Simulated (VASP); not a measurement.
# CdS (P6_3mc) in VASP: further runs

Runs on CdS. Level: r2SCAN. Tasks: single point.

Everything below comes from runs of VASP 6.6.1. Logs are shortened: lines on timing, memory, paths and dates and some standing lists are left out, and cuts for length are marked.

## 1. The cell of the first run

It takes space group P6_3mc (No. 186, hexagonal). The conventional cell has a = 4.079 Å, b = 4.079 Å, c = 6.627 Å, α = 90.00°, β = 90.00°, γ = 120.00°. Within 3.3 Å of Cd (site symmetry 3m) lie 4 S at 2.49 to 2.50 Å. Within 3.3 Å of S (site symmetry 3m) lie 4 Cd at 2.49 to 2.50 Å.

## 2. Single point, r2SCAN (volume scaled by 0.94, then relaxed in part)

Input file POSCAR:

```
CdS
1.0
    4.0791767118      0.0000000000      0.0000000000
   -2.0395883559      3.5326706590      0.0000000000
    0.0000000000      0.0000000000      6.6272495582
Cd S
2 2
Direct
    0.3333333333      0.6666666667     -0.0009748770
    0.6666666667      0.3333333333      0.4990251230
    0.3333333333      0.6666666667      0.3759748770
    0.6666666667      0.3333333333      0.8759748770
```

Input file INCAR.step1:

```
ALGO = Normal ; EDIFF = 1E-4
ENCUT = 520 ; GGA = PE
ISMEAR = 0 ; LASPH = True
LCHARG = False ; LREAL = False
LWAVE = True ; NBANDS = 26
NELM = 100 ; PREC = Accurate
SIGMA = 0.02
```

Input file INCAR.step2:

```
ALGO = Normal ; EDIFF = 1E-6
ENCUT = 520 ; ISIF = 2
ISMEAR = 0 ; ISTART = 1
LASPH = True ; LCHARG = False
LMIXTAU = True ; LREAL = False
LWAVE = False ; METAGGA = R2SCAN
NBANDS = 26 ; NELM = 100
PREC = Accurate ; SIGMA = 0.02
```

Input file KPOINTS:

```
k-points
0
Gamma
  6 6 4
```

Potentials or basis: VASP PAW PBE potentials, release 64 (Cd, S).

On the command line:

```sh
$ cat potpaw_PBE.64/Cd/POTCAR potpaw_PBE.64/S/POTCAR > POTCAR
$ cp INCAR.step1 INCAR
$ mpirun -np 1 vasp_std > vasp.out
$ cp INCAR.step2 INCAR
$ mpirun -np 1 vasp_std > vasp.out
```

OUTCAR:

```text
EDIFF = 1E-6
   ENCUT = 520
   ISIF = 2
   ISMEAR = 0
   ISTART = 1
   LASPH = True
   LREAL = False
   METAGGA = R2SCAN
   NELM = 100
   PREC = Accurate

 ion  position               nearest neighbor table
   1  0.333  0.667  0.999-   4 2.49   4 2.49   4 2.49   3 2.50
   2  0.667  0.333  0.499-   3 2.49   3 2.49   3 2.49   4 2.50
   3  0.333  0.667  0.376-   2 2.49   2 2.49   2 2.49   1 2.50
   4  0.667  0.333  0.876-   1 2.49   1 2.49   1 2.49   2 2.50

  LATTYP: Found a hexagonal cell.
 ALAT       =     4.0791767118
 C/A-ratio  =     1.6246537050

  Lattice vectors:

 A1 = (   4.0791767118,   0.0000000000,   0.0000000000)
 A2 = (  -2.0395883559,   3.5326706590,   0.0000000000)
 A3 = (   0.0000000000,   0.0000000000,   6.6272495582)

Analysis of symmetry for initial positions (statically):
=====================================================================
 Subroutine PRICEL returns:
 Original cell was already a primitive cell.

 Routine SETGRP: Setting up the symmetry group for a
 hexagonal supercell.

 Subroutine GETGRP returns: Found 12 space group operations
 (whereof  6 operations were pure point group operations)
 out of a pool of 24 trial point group operations.

The static configuration has the point symmetry C_3v.
 The point group associated with its full space group is C_6v.

Analysis of symmetry for dynamics (positions and initial velocities):
=====================================================================
 Subroutine PRICEL returns:
 Original cell was already a primitive cell.

 Routine SETGRP: Setting up the symmetry group for a
 hexagonal supercell.

 Subroutine GETGRP returns: Found 12 space group operations
 (whereof  6 operations were pure point group operations)
 out of a pool of 24 trial point group operations.

The dynamic configuration has the point symmetry C_3v.
 The point group associated with its full space group is C_6v.

 Subroutine INISYM returns: Found 12 space group operations
 (whereof  6 operations are pure point group operations),
 and found     1 'primitive' translations

----------------------------------------------------------------------------------------

                                     Primitive cell

  volume of cell :      95.5012

  direct lattice vectors                    reciprocal lattice vectors
     4.079176712  0.000000000  0.000000000     0.245147507  0.141535979  0.000000000
    -2.039588356  3.532670659  0.000000000     0.000000000  0.283071958  0.000000000
     0.000000000  0.000000000  6.627249558     0.000000000  0.000000000  0.150892160

  length of vectors
     4.079176712  4.079176712  6.627249558     0.283071958  0.283071958  0.150892160

  position of ions in fractional coordinates (direct lattice)
     0.333333333  0.666666667  0.999025123
     0.666666667  0.333333333  0.499025123
     0.333333333  0.666666667  0.375974877
     0.666666667  0.333333333  0.875974877

  ion indices of the primitive-cell ions
   primitive index   ion index
                 1           1
                 2           2
                 3           3
                 4           4

----------------------------------------------------------------------------------------

 KPOINTS: k-points

Automatic generation of k-mesh.
 Grid dimensions read from file:
 generate k-points for:    6    6    4

 Generating k-lattice:

  Cartesian coordinates                     Fractional coordinates (reciprocal lattice)
     0.040857918  0.023589330  0.000000000     0.166666667 -0.000000000  0.000000000
     0.000000000  0.047178660  0.000000000     0.000000000  0.166666667  0.000000000
     0.000000000  0.000000000  0.037723040     0.000000000  0.000000000  0.250000000

  Length of vectors
     0.047178660  0.047178660  0.037723040

  Shift w.r.t. Gamma in fractional coordinates (k-lattice)
     0.000000000  0.000000000  0.000000000

 Subroutine IBZKPT returns following result:
 ===========================================

 Found     21 irreducible k-points:

 Following reciprocal coordinates:
            Coordinates               Weight
  0.000000  0.000000  0.000000      1.000000
  0.166667  0.000000  0.000000      6.000000
  0.333333 -0.000000  0.000000      6.000000
  0.500000 -0.000000  0.000000      3.000000
  0.166667  0.166667  0.000000      6.000000
  0.333333  0.166667  0.000000     12.000000
[... 13 lines left out ...]
  0.333333  0.166667  0.500000     12.000000
  0.333333  0.333333  0.500000      2.000000
   k-points           NKPTS =     21   k-points in BZ     NKDIM =     21   number of bands    NBANDS=     26
   number of dos      NEDOS =    301   number of ions     NIONS =      4
   total plane-waves  NPLWV =  45000
   dimension x,y,z NGX =    30 NGY =   30 NGZ =   50
   dimension x,y,z NGXF=    60 NGYF=   60 NGZF=  100
   ions per type =               2   2
   NGX,Y,Z   is equivalent  to a cutoff of  12.23, 12.23, 12.54 a.u.
   NGXF,Y,Z  is equivalent  to a cutoff of  24.45, 24.45, 25.09 a.u.
 SYSTEM =  unknown system
   PREC   = accura    normal or accurate (medium, high low for compatibility)
   ISTART =      1    job   : 0-new  1-cont  2-samecut
   ICHARG =      0    charge: 1-file 2-atom 10-const
   ISPIN  =      1    spin polarized calculation?
   LNONCOLLINEAR =      F non collinear calculations
   LSORBIT =      F    spin-orbit coupling
   LASPH  =      T    aspherical Exc in radial PAW
   ENCUT  =  520.0 eV  38.22 Ry    6.18 a.u.   7.58  7.58 12.32*2*pi/ulx,y,z
   NELM   =    100;   NELMIN=  2; NELMDL=  0     # of ELM steps
   EDIFF  = 0.1E-05   stopping-criterion for ELM
   LREAL  =      F    real-space projection
   EDIFFG = 0.1E-04   stopping-criterion for IOM
   NSW    =      0    number of steps for IOM
   IBRION =     -1    ionic relax: 0-MD 1-quasi-New 2-CG
   NFREE  =      0    steps in history (QN), initial steepest desc. (CG)
   ISIF   =      2    stress and relaxation
   ISYM   =      2    0-nonsym 1-usesym 2-fastsym
   POTIM  = 0.5000    time-step for ionic-motion
   TEBEG  =    0.0;   TEEND  =   0.0 temperature during run
   PSTRESS=    0.0 pullay stress
   NELECT =      36.0000    total number of electrons
   NUPDOWN=      -1.0000    fix difference up-down
   EMIN   =  10.00;   EMAX   =-10.00  energy-range for DOS
   EFERMI =   0.00;   METHOD = LEGACY
   ISMEAR =     0;   SIGMA  =   0.02  broadening in eV -4-tet -1-fermi 0-gaus
   EFERMI_NEDOS =   21; number of points for ismear=-14 and -15
   IALGO  =     38    algorithm
   IMIX   =      4    mixing-type and parameters
     AMIX     =   0.40;   BMIX     =  1.00
     AMIX_MAG =   1.60;   BMIX_MAG =  1.00
  volume/ion in A,a.u.               =      23.88       161.12
  Fermi-wavevector in a.u.,A,eV,Ry     =   1.182604  2.234797 19.028457  1.398552
  Thomas-Fermi vector in A             =   2.318855
   LORBIT       =      0    0 simple, 1 ext, 2 COOP (PROOUT), +10 PAW based schemes
   METAGGA = R2SCAN    functional components
   LHFCALC =     F    Hartree Fock is set to
   AEXX    =    0.0000 exact exchange contribution
   IVDW    =     0    specifies the selected vdW correction
   LEPSILON=     F    determine dielectric tensor
   LRPA    =     F    only Hartree local field effects (RPA)
 non-spin polarized calculation
 Gauss-broadening in eV      SIGMA  =   0.02
  energy-cutoff  :      520.00
  volume of cell :       95.50
 maximum number of plane-waves:      2610
   NGX = 15   NGY = 15   NGZ = 25

 number of electron      36.0000023 magnetization

 Free energy of the ion-electron system (eV)
  ---------------------------------------------------
  ext. energy  EPLUGINS =         0.00000000
  ---------------------------------------------------
  free energy    TOTEN  =       -59.28921043 eV

  energy without entropy =      -59.28921043  energy(sigma->0) =      -59.28921043

 E-fermi :   1.5207     XC(G=0):  -9.9189

 val. band max:        1.3878783797   @ k =   0.0000   0.0000   0.0000
 cond. band min:       3.1679310337   @ k =   0.0000   0.0000   0.0000
 fundamental gap:      1.7800526540
 Fermi energy:         1.5206781565

 k-point     1 :       0.0000    0.0000    0.0000
  band No.  band energies     occupation
      1     -11.7433      2.00000
      2     -11.2693      2.00000
      3      -6.7045      2.00000
      4      -6.6992      2.00000
      5      -6.6992      2.00000
      6      -6.5975      2.00000
[... 18 lines left out ...]
     25       9.5497      0.00000
     26       9.7172      0.00000

 k-point     2 :       0.1667    0.0000    0.0000
  band No.  band energies     occupation
      1     -11.6392      2.00000
      2     -11.2247      2.00000
      3      -6.6695      2.00000
      4      -6.6550      2.00000
      5      -6.6174      2.00000
      6      -6.5412      2.00000
[... 18 lines left out ...]
     25       9.5090      0.00000
     26      10.1832      0.00000

 k-point     3 :       0.3333   -0.0000    0.0000
  band No.  band energies     occupation
      1     -11.4142      2.00000
      2     -11.1502      2.00000
      3      -6.6068      2.00000
      4      -6.5854      2.00000
      5      -6.4418      2.00000
      6      -6.4053      2.00000
[... 18 lines left out ...]
     25      10.2028      0.00000
     26      11.0447      0.00000

 k-point     4 :       0.5000   -0.0000    0.0000
  band No.  band energies     occupation
      1     -11.2813      2.00000
      2     -11.1330      2.00000
      3      -6.5887      2.00000
      4      -6.5630      2.00000
      5      -6.3438      2.00000
      6      -6.3349      2.00000
[... 18 lines left out ...]
     25      10.3102      0.00000
     26      12.4555      0.00000
[... 409 lines left out ...]
      1     -11.3101      2.00000
      2     -11.3101      2.00000
      3      -6.5507      2.00000
      4      -6.5507      2.00000
      5      -6.5186      2.00000
      6      -6.5186      2.00000
[... 18 lines left out ...]
     25       9.9673      0.00000
     26       9.9673      0.00000

 k-point    20 :       0.3333    0.1667    0.5000
  band No.  band energies     occupation
      1     -11.1962      2.00000
      2     -11.1962      2.00000
      3      -6.5174      2.00000
      4      -6.5174      2.00000
      5      -6.4587      2.00000
      6      -6.4587      2.00000
[... 18 lines left out ...]
     25      10.4771      0.00000
     26      10.4771      0.00000

 k-point    21 :       0.3333    0.3333    0.5000
  band No.  band energies     occupation
      1     -11.1596      2.00000
      2     -11.1596      2.00000
      3      -6.4796      2.00000
      4      -6.4796      2.00000
      5      -6.4583      2.00000
      6      -6.4583      2.00000
[... 18 lines left out ...]
     25      11.1937      0.00000
     26      11.1937      0.00000

------------------------ aborting loop because EDIFF is reached ----------------------------------------

  FORCE on cell =-STRESS in cart. coord.  units (eV):
  Direction    XX          YY          ZZ          XY          YZ          ZX
  --------------------------------------------------------------------------------------
  -------------------------------------------------------------------------------------
  Total        2.8027192      2.8027192      2.8064072      0.0000000      0.0000000      0.0000000
  in kB       47.0198437     47.0198437     47.0817154      0.0000000      0.0000000      0.0000000
  external PRESSURE =      47.0404676 kB  Pullay stress =       0.0000000 kB

 VOLUME and BASIS-vectors are now :
 -----------------------------------------------------------------------------
  energy-cutoff  :      520.00
  volume of cell :       95.50
      direct lattice vectors                 reciprocal lattice vectors
     4.079176712  0.000000000  0.000000000     0.245147507  0.141535979  0.000000000
    -2.039588356  3.532670659  0.000000000     0.000000000  0.283071958  0.000000000
     0.000000000  0.000000000  6.627249558     0.000000000  0.000000000  0.150892160

 POSITION                                       TOTAL-FORCE (eV/Angst)
 -----------------------------------------------------------------------------------
     -0.00000      2.35511      6.62079        -0.000000      0.000000      0.005468
      2.03959      1.17756      3.30716         0.000000     -0.000000      0.005468
     -0.00000      2.35511      2.49168        -0.000000     -0.000000     -0.005468
      2.03959      1.17756      5.80530         0.000000     -0.000000     -0.005468
 -----------------------------------------------------------------------------------
    total drift:                                0.000000      0.000001     -0.001207

  FREE ENERGIE OF THE ION-ELECTRON SYSTEM (eV)
  ---------------------------------------------------
  free  energy   TOTEN  =       -59.2892104319 eV

  energy  without entropy=      -59.2892104319  energy(sigma->0) =      -59.28921043
```

Wall time 2.6 min (1 thread of Intel Xeon 6975P-C, shared host); peak memory 0.23 GiB.

What came out:

| Item | Value |
| --- | --- |
| Free energy | -59.2892 eV |
| Pressure | 4.7 GPa |
| Largest force | 0.005 eV/Å |
| Band gap on the k mesh | 1.78 eV, direct |

Forces in eV/Å, atoms in the order of the input:
```
Cd   0.000  0.000  0.005
Cd   0.000  0.000  0.005
S    0.000  0.000 -0.005
S    0.000  0.000 -0.005
```

Levels at points of the mesh, in eV from the valence-band top:
```tsv
k point	band 15	band 16	band 17	band 18	band 19	band 20	band 21	band 22
(0.00, 0.00, 0.00)	-0.84	-0.05	0.00	0.00	1.78	3.30	6.97	6.97
(0.50, 0.00, 0.00)	-2.89	-2.08	-1.42	-0.84	4.24	4.29	5.40	7.08
(0.00, 0.00, 0.50)	-0.43	-0.43	-0.43	-0.43	3.41	3.41	6.70	6.70
(0.50, 0.00, 0.50)	-1.49	-1.49	-1.45	-1.45	3.90	3.90	5.82	5.82
```

Caveat: the PAW data sets were made with another functional, which shifts forces and pressure a little.

## 3. Single point, r2SCAN (volume scaled by 0.97, then relaxed in part)

Input file POSCAR:

```
CdS
1.0
    4.1221185697      0.0000000000      0.0000000000
   -2.0610592849      3.5698593988      0.0000000000
    0.0000000000      0.0000000000      6.6970152067
Cd S
2 2
Direct
    0.3333333333      0.6666666667     -0.0009748770
    0.6666666667      0.3333333333      0.4990251230
    0.3333333333      0.6666666667      0.3759748770
    0.6666666667      0.3333333333      0.8759748770
```

Input file INCAR.step1:

```
PREC = Accurate
ENCUT = 520
ISMEAR = 0
SIGMA = 0.02
LREAL = F
LASPH = T
NELM = 60
NBANDS = 26
GGA = PE
ALGO = Normal
EDIFF = 1E-4
LWAVE = T
LCHARG = F
```

Input file INCAR.step2:

```
PREC = Accurate
ENCUT = 520
EDIFF = 1E-7
ISMEAR = 0
SIGMA = 0.02
LREAL = F
LASPH = T
NELM = 60
ALGO = Normal
ISIF = 2
LWAVE = F
LCHARG = F
METAGGA = R2SCAN
LMIXTAU = T
NBANDS = 26
ISTART = 1
```

Input file KPOINTS:

```
Automatic mesh
0
Gamma
  6 6 4
```

Potentials or basis: VASP PAW PBE potentials, release 64 (Cd, S).

On the command line:

```sh
$ cat potpaw_PBE.64/Cd/POTCAR potpaw_PBE.64/S/POTCAR > POTCAR
$ cp INCAR.step1 INCAR
$ mpirun -np 1 vasp_std > vasp.out
$ cp INCAR.step2 INCAR
$ mpirun -np 1 vasp_std > vasp.out
```

Run time: 2.7 min. Hardware: 1 thread of Intel Xeon 6975P-C, shared host; peak memory 0.25 GiB.

It converged, with:

```yaml
Free_energy: -59.3558 eV
Pressure: 2.3 GPa
Band_gap_on_the_k_mesh: 1.70 eV, direct
```

Forces on the atoms (eV/Å):
```
Cd   0.000  0.000  0.002
Cd   0.000  0.000  0.002
S    0.000  0.000 -0.002
S    0.000  0.000 -0.002
```

Levels at points of the mesh, in eV from the valence-band top:
```tsv
k point	band 14	band 15	band 16	band 17	band 18	band 19	band 20	band 21	band 22	band 23
(0.00, 0.00, 0.00)	-0.79	-0.79	-0.04	0.00	0.00	1.70	3.26	6.98	6.98	7.33
(0.50, 0.00, 0.00)	-3.59	-2.74	-1.96	-1.34	-0.79	4.22	4.25	5.41	6.96	7.51
(0.00, 0.00, 0.50)	-2.48	-0.41	-0.41	-0.41	-0.41	3.34	3.34	6.66	6.66	7.33
(0.50, 0.00, 0.50)	-4.23	-1.41	-1.41	-1.37	-1.37	3.89	3.89	5.81	5.81	8.44
```

Caveat: the PAW data sets were made with another functional, which shifts forces and pressure a little.
